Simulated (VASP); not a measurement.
Input of a VASP 6.6.1 run:

Contents of INCAR:

```
SYSTEM = C2N
  PREC = Accurate
  ENCUT = 520
  EDIFF = 1E-6
  ISMEAR = 0
  SIGMA = 0.1
  LREAL = .False.
  LASPH = .True.
  NELM = 80
  ALGO = Normal
  ISIF = 2
  LWAVE = .False.
  LCHARG = .True.
  GGA = PE
  LELF = .True.
  LVHAR = .True.
  NBANDS = 22
```

Contents of KPOINTS:

```
regular mesh
0
Gamma
  6 6 14
  0 0 0
```

Contents of POSCAR:

```
C2N
1.0
    6.6379002046      0.0000000000      0.0000000000
   -3.3189501023      5.7485902050      0.0000000000
    0.0000000000      0.0000000000      2.4943454123
C N
4 2
Direct
    0.6666666667      0.3333333333      0.2500000000
    0.3333333333      0.6666666667      0.7500000000
    0.0000000000      0.0000000000      0.0000000000
    0.0000000000      0.0000000000      0.5000000000
    0.6666666667      0.3333333333      0.7500000000
    0.3333333333      0.6666666667      0.2500000000
```

Potentials or basis: VASP PAW PBE potentials, release 64 (C, N).

Command:

```sh
$ cat potpaw_PBE.64/C/POTCAR potpaw_PBE.64/N/POTCAR > POTCAR
$ mpirun -np 1 vasp_std > vasp.out
```

Problem. What does it give for the band gap on the k mesh?

Solution. Zero (bands 13 and 14 overlap by 5.90 eV).

Problem. Predict the pressure.

Solution. -0.2 GPa.

Stress tensor (GPa, compression positive):
```
-0.07  0.00  0.00
 0.00 -0.07  0.00
 0.00  0.00 -0.46
```
